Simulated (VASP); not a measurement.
# SnO2 (fluorite type) (Fm-3m) in VASP: a series of runs

Runs on SnO2 (fluorite type). Level: PBE. Tasks: single point.

Program: VASP 6.6.1. These are calculated values, not measurements. Logs are shortened: lines on timing, memory, paths and dates and some standing lists are left out, and cuts for length are marked.

## 1. The cell of the first run

The structure is cubic, space group Fm-3m (No. 225). The conventional cell has a = 4.386 Å, b = 4.386 Å, c = 4.386 Å, α = 90.00°, β = 90.00°, γ = 90.00°. Sn (site symmetry m-3m) has 8 O at 1.90 Å within 2.5 Å. Within 2.5 Å of O (site symmetry -43m) lie 4 Sn at 1.90 Å and 6 O at 2.19 Å.

## 2. Single point, PBE (volume scaled by 0.62)

File INCAR:

```
SYSTEM = SnO2
PREC = Accurate ; ENCUT = 520
EDIFF = 1E-6 ; ISMEAR = -1
SIGMA = 0.08 ; LREAL = .FALSE.
LASPH = .TRUE. ; NELM = 80
ALGO = Normal ; ISIF = 2
LWAVE = .FALSE. ; LCHARG = .TRUE.
GGA = PE ; LELF = .TRUE.
LVHAR = .TRUE. ; NBANDS = 20
```

File KPOINTS:

```
Automatic mesh
0
G
  12 12 12
  0 0 0
```

File POSCAR:

```
SnO2
1.0
    0.0000000000      2.1928028906      2.1928028906
    2.1928028906      0.0000000000      2.1928028906
    2.1928028906      2.1928028906      0.0000000000
Sn O
1 2
Direct
    0.0000000000      0.0000000000      0.0000000000
    0.2500000000      0.2500000000      0.2500000000
    0.7500000000      0.7500000000      0.7500000000
```

Potentials or basis: VASP PAW PBE potentials, release 64 (Sn_d, O).

Run with:

```console
$ cat potpaw_PBE.64/Sn_d/POTCAR potpaw_PBE.64/O/POTCAR > POTCAR
$ mpirun -np 1 vasp_std > vasp.out
```

OUTCAR:

```text
SYSTEM = SnO2
   PREC = Accurate
   ENCUT = 520
   EDIFF = 1E-6
   ISMEAR = -1
   LREAL = .FALSE.
   LASPH = .TRUE.
   NELM = 80
   ISIF = 2
   GGA = PE

 ion  position               nearest neighbor table
   1  0.000  0.000  0.000-   2 1.90   3 1.90   3 1.90   2 1.90   3 1.90   3 1.90   2 1.90   2 1.90

   2  0.250  0.250  0.250-   1 1.90   1 1.90   1 1.90   1 1.90
   3  0.750  0.750  0.750-   1 1.90   1 1.90   1 1.90   1 1.90

  LATTYP: Found a face centered cubic cell.
 ALAT       =     4.3856057812

  Lattice vectors:

 A1 = (   0.0000000000,   2.1928028906,   2.1928028906)
 A2 = (   2.1928028906,   0.0000000000,   2.1928028906)
 A3 = (   2.1928028906,   2.1928028906,   0.0000000000)

Analysis of symmetry for initial positions (statically):
=====================================================================
 Subroutine PRICEL returns:
 Original cell was already a primitive cell.

 Routine SETGRP: Setting up the symmetry group for a
 face centered cubic supercell.

 Subroutine GETGRP returns: Found 48 space group operations
 (whereof 48 operations were pure point group operations)
 out of a pool of 48 trial point group operations.

The static configuration has the point symmetry O_h .

Analysis of symmetry for dynamics (positions and initial velocities):
=====================================================================
 Subroutine PRICEL returns:
 Original cell was already a primitive cell.

 Routine SETGRP: Setting up the symmetry group for a
 face centered cubic supercell.

 Subroutine GETGRP returns: Found 48 space group operations
 (whereof 48 operations were pure point group operations)
 out of a pool of 48 trial point group operations.

The dynamic configuration has the point symmetry O_h .

 Subroutine INISYM returns: Found 48 space group operations
 (whereof 48 operations are pure point group operations),
 and found     1 'primitive' translations

----------------------------------------------------------------------------------------

                                     Primitive cell

  volume of cell :      21.0877

  direct lattice vectors                    reciprocal lattice vectors
     0.000000000  2.192802891  2.192802891    -0.228018671  0.228018671  0.228018671
     2.192802891  0.000000000  2.192802891     0.228018671 -0.228018671  0.228018671
     2.192802891  2.192802891  0.000000000     0.228018671  0.228018671 -0.228018671

  length of vectors
     3.101091587  3.101091587  3.101091587     0.394939923  0.394939923  0.394939923

  position of ions in fractional coordinates (direct lattice)
     0.000000000  0.000000000  0.000000000
     0.250000000  0.250000000  0.250000000
     0.750000000  0.750000000  0.750000000

  ion indices of the primitive-cell ions
   primitive index   ion index
                 1           1
                 2           2
                 3           3

----------------------------------------------------------------------------------------

 KPOINTS: Automatic mesh

Automatic generation of k-mesh.
 Grid dimensions read from file:
 generate k-points for:   12   12   12

 Generating k-lattice:

  Cartesian coordinates                     Fractional coordinates (reciprocal lattice)
    -0.019001556  0.019001556  0.019001556     0.083333333  0.000000000  0.000000000
     0.019001556 -0.019001556  0.019001556     0.000000000  0.083333333  0.000000000
     0.019001556  0.019001556 -0.019001556     0.000000000  0.000000000  0.083333333

  Length of vectors
     0.032911660  0.032911660  0.032911660

  Shift w.r.t. Gamma in fractional coordinates (k-lattice)
     0.000000000  0.000000000  0.000000000

 Subroutine IBZKPT returns following result:
 ===========================================

 Found     72 irreducible k-points:

 Following reciprocal coordinates:
            Coordinates               Weight
  0.000000  0.000000  0.000000      1.000000
  0.083333  0.000000  0.000000      8.000000
  0.166667  0.000000  0.000000      8.000000
  0.250000  0.000000  0.000000      8.000000
  0.333333  0.000000  0.000000      8.000000
  0.416667  0.000000  0.000000      8.000000
[... 16 lines left out ...]
  0.500000  0.166667  0.000000     24.000000
 -0.416667  0.166667  0.000000     24.000000
 [... further k-points ...]
   k-points           NKPTS =     72   k-points in BZ     NKDIM =     72   number of bands    NBANDS=     20
   number of dos      NEDOS =    301   number of ions     NIONS =      3
   total plane-waves  NPLWV =  13824
   dimension x,y,z NGX =    24 NGY =   24 NGZ =   24
   dimension x,y,z NGXF=    48 NGYF=   48 NGZF=   48
   ions per type =               1   2
   NGX,Y,Z   is equivalent  to a cutoff of  12.87, 12.87, 12.87 a.u.
   NGXF,Y,Z  is equivalent  to a cutoff of  25.73, 25.73, 25.73 a.u.
 SYSTEM =  SnO2
   PREC   = accura    normal or accurate (medium, high low for compatibility)
   ISTART =      0    job   : 0-new  1-cont  2-samecut
   ICHARG =      2    charge: 1-file 2-atom 10-const
   ISPIN  =      1    spin polarized calculation?
   LNONCOLLINEAR =      F non collinear calculations
   LSORBIT =      F    spin-orbit coupling
   LASPH  =      T    aspherical Exc in radial PAW
   ENCUT  =  520.0 eV  38.22 Ry    6.18 a.u.   5.77  5.77  5.77*2*pi/ulx,y,z
   NELM   =     80;   NELMIN=  2; NELMDL= -5     # of ELM steps
   EDIFF  = 0.1E-05   stopping-criterion for ELM
   LREAL  =      F    real-space projection
   EDIFFG = 0.1E-04   stopping-criterion for IOM
   NSW    =      0    number of steps for IOM
   IBRION =     -1    ionic relax: 0-MD 1-quasi-New 2-CG
   NFREE  =      0    steps in history (QN), initial steepest desc. (CG)
   ISIF   =      2    stress and relaxation
   ISYM   =      2    0-nonsym 1-usesym 2-fastsym
   POTIM  = 0.5000    time-step for ionic-motion
   TEBEG  =    0.0;   TEEND  =   0.0 temperature during run
   PSTRESS=    0.0 pullay stress
   NELECT =      26.0000    total number of electrons
   NUPDOWN=      -1.0000    fix difference up-down
   EMIN   =  10.00;   EMAX   =-10.00  energy-range for DOS
   EFERMI =   0.00;   METHOD = LEGACY
   ISMEAR =    -1;   SIGMA  =   0.08  broadening in eV -4-tet -1-fermi 0-gaus
   EFERMI_NEDOS =   21; number of points for ismear=-14 and -15
   IALGO  =     38    algorithm
   IMIX   =      4    mixing-type and parameters
     AMIX     =   0.40;   BMIX     =  1.00
     AMIX_MAG =   1.60;   BMIX_MAG =  1.00
  volume/ion in A,a.u.               =       7.03        47.44
  Fermi-wavevector in a.u.,A,eV,Ry     =   1.755455  3.317329 41.928013  3.081622
  Thomas-Fermi vector in A             =   2.825197
   LORBIT       =      0    0 simple, 1 ext, 2 COOP (PROOUT), +10 PAW based schemes
   GGA     = PE    functional components
   LHFCALC =     F    Hartree Fock is set to
   AEXX    =    0.0000 exact exchange contribution
   IVDW    =     0    specifies the selected vdW correction
   LEPSILON=     F    determine dielectric tensor
   LRPA    =     F    only Hartree local field effects (RPA)
 non-spin polarized calculation
  energy-cutoff  :      520.00
  volume of cell :       21.09
 maximum number of plane-waves:       588
   NGX = 11   NGY = 11   NGZ = 11

 number of electron      25.9999983 magnetization

 Free energy of the ion-electron system (eV)
  ---------------------------------------------------
  ext. energy  EPLUGINS =         0.00000000
  ---------------------------------------------------
  free energy    TOTEN  =       -10.68422943 eV

  energy without entropy =      -10.68422943  energy(sigma->0) =      -10.68422943

 E-fermi :  17.5254     XC(G=0): -14.5053

 val. band max:       15.9844423214   @ k =  -0.2500   0.5000   0.2500
 cond. band min:      20.9223524983   @ k =   0.5000   0.5000   0.0000
 fundamental gap:      4.9379101769
 Fermi energy:        17.5253612120

 k-point     1 :       0.0000    0.0000    0.0000
  band No.  band energies     occupation
      1      -9.1777      2.00000
      2      -5.4625      2.00000
      3      -5.4625      2.00000
      4      -5.4625      2.00000
      5      -4.4706      2.00000
      6      -4.4706      2.00000
[... 12 lines left out ...]
     19      33.7638      0.00000
     20      33.7638      0.00000

 k-point     2 :       0.0833    0.0000    0.0000
  band No.  band energies     occupation
      1      -9.0558      2.00000
      2      -5.6289      2.00000
      3      -5.4329      2.00000
      4      -5.4329      2.00000
      5      -4.4756      2.00000
      6      -4.4756      2.00000
[... 12 lines left out ...]
     19      33.8576      0.00000
     20      34.1189      0.00000

 k-point     3 :       0.1667    0.0000    0.0000
  band No.  band energies     occupation
      1      -8.7196      2.00000
      2      -5.9808      2.00000
      3      -5.3565      2.00000
      4      -5.3565      2.00000
      5      -4.4821      2.00000
      6      -4.4821      2.00000
[... 12 lines left out ...]
     19      34.1329      0.00000
     20      36.0903      0.00000

 k-point     4 :       0.2500    0.0000    0.0000
  band No.  band energies     occupation
      1      -8.2951      2.00000
      2      -6.2211      2.00000
      3      -5.2681      2.00000
      4      -5.2681      2.00000
      5      -4.4695      2.00000
      6      -4.4695      2.00000
[... 12 lines left out ...]
     19      34.5413      0.00000
     20      38.3943      0.00000

 k-point     5 :       0.3333    0.0000    0.0000
  band No.  band energies     occupation
      1      -8.0484      2.00000
      2      -6.0283      2.00000
      3      -5.2055      2.00000
      4      -5.2055      2.00000
      5      -4.4241      2.00000
      6      -4.4241      2.00000
[... 12 lines left out ...]
     19      34.9013      0.00000
     20      39.0698      0.00000
[... 353 lines left out ...]
      6      -4.3615      2.00000
[... 12 lines left out ...]
     19      34.2106      0.00000
     20      40.1924      0.00000

 k-point    22 :       0.4167    0.1667    0.0000
  band No.  band energies     occupation
      1      -7.6987      2.00000
      2      -6.5739      2.00000
      3      -5.0313      2.00000
      4      -4.8616      2.00000
      5      -4.3321      2.00000
      6      -4.2033      2.00000
[... 12 lines left out ...]
     19      34.8213      0.00000
     20      38.2424      0.00000

 k-point    23 :       0.5000    0.1667    0.0000
  band No.  band energies     occupation
      1      -7.7789      2.00000
      2      -6.3472      2.00000
      3      -5.0145      2.00000
      4      -4.7827      2.00000
      5      -4.3383      2.00000
      6      -3.6001      2.00000
[... 12 lines left out ...]
     19      34.8580      0.00000
     20      37.5634      0.00000

 k-point    24 :      -0.4167    0.1667    0.0000
  band No.  band energies     occupation
      1      -7.7909      2.00000
      2      -6.3396      2.00000
      3      -5.0153      2.00000
      4      -4.7341      2.00000
      5      -4.3992      2.00000
      6      -3.3151      2.00000
[... 12 lines left out ...]
     19      34.7572      0.00000
     20      38.5845      0.00000

 [... further k-points ...]

------------------------ aborting loop because EDIFF is reached ----------------------------------------

  FORCE on cell =-STRESS in cart. coord.  units (eV):
  Direction    XX          YY          ZZ          XY          YZ          ZX
  --------------------------------------------------------------------------------------
  -------------------------------------------------------------------------------------
  Total       36.3100630     36.3100630     36.3100630     -0.0000000     -0.0000000     -0.0000000
  in kB     2758.7275023   2758.7275023   2758.7275023     -0.0000000     -0.0000000     -0.0000000
  external PRESSURE =    2758.7275023 kB  Pullay stress =       0.0000000 kB

 VOLUME and BASIS-vectors are now :
 -----------------------------------------------------------------------------
  energy-cutoff  :      520.00
  volume of cell :       21.09
      direct lattice vectors                 reciprocal lattice vectors
     0.000000000  2.192802891  2.192802891    -0.228018671  0.228018671  0.228018671
     2.192802891  0.000000000  2.192802891     0.228018671 -0.228018671  0.228018671
     2.192802891  2.192802891  0.000000000     0.228018671  0.228018671 -0.228018671

 POSITION                                       TOTAL-FORCE (eV/Angst)
 -----------------------------------------------------------------------------------
      0.00000      0.00000      0.00000        -0.000000      0.000000      0.000000
      1.09640      1.09640      1.09640         0.000000      0.000000      0.000000
      3.28920      3.28920      3.28920        -0.000000     -0.000000     -0.000000
 -----------------------------------------------------------------------------------
    total drift:                               -0.000000      0.000000      0.000000

  FREE ENERGIE OF THE ION-ELECTRON SYSTEM (eV)
  ---------------------------------------------------
  free  energy   TOTEN  =       -10.6842294319 eV

  energy  without entropy=      -10.6842294318  energy(sigma->0) =      -10.68422943
```

Wall time 14 s (1 thread of Intel Xeon Platinum 8488C (Sapphire Rapids), shared host); peak memory 0.16 GiB.

Results:

| Item | Value |
| --- | --- |
| Free energy | -10.6842 eV |
| Pressure | 275.9 GPa |
| Band gap on the k mesh | 4.94 eV, indirect (least direct gap 5.35 eV) |

Caveat: spin-orbit coupling is left out, which moves the levels of the heavy elements.

## 3. Single point, PBE (volume scaled by 0.62)

File INCAR:

```
PREC = Accurate ; ENCUT = 520
EDIFF = 1E-6 ; ISMEAR = -1
SIGMA = 0.08 ; LREAL = False
LASPH = True ; NELM = 80
ALGO = Normal ; ISIF = 2
LWAVE = False ; LCHARG = False
GGA = PE ; NBANDS = 20
```

File KPOINTS:

```
regular mesh
0
Gamma
  12 12 12
```

POSCAR is that of step 2.

Potentials or basis: VASP PAW PBE potentials, release 64 (Sn_d, O).

Run with:

```console
$ cat potpaw_PBE.64/Sn_d/POTCAR potpaw_PBE.64/O/POTCAR > POTCAR
$ mpirun -np 1 vasp_std > vasp.out
```

Wall time 14 s (1 thread of Intel Xeon Platinum 8488C (Sapphire Rapids), shared host); peak memory 0.15 GiB.

The run converged. Its results:

| Quantity | Value |
| --- | --- |
| Free energy | -10.6842 eV |
| Pressure | 275.9 GPa |
| Band gap on the k mesh | 4.94 eV, indirect (least direct gap 5.35 eV) |

Levels at points of the mesh, in eV from the valence-band top:
```csv
k point,band 11,band 12,band 13,band 14,band 15,band 16
"(0.00, 0.00, 0.00)",-2.73,-2.73,-2.73,5.38,8.27,8.27
"(0.50, 0.00, 0.00)",-5.98,-3.27,-3.27,8.96,10.05,14.80
"(0.50, 0.50, 0.00)",-0.86,-0.41,-0.41,4.94,11.81,12.96
```

Caveat: spin-orbit coupling is left out, which moves the levels of the heavy elements. A k mesh can miss the band edges.

[end of part 1 of 2]
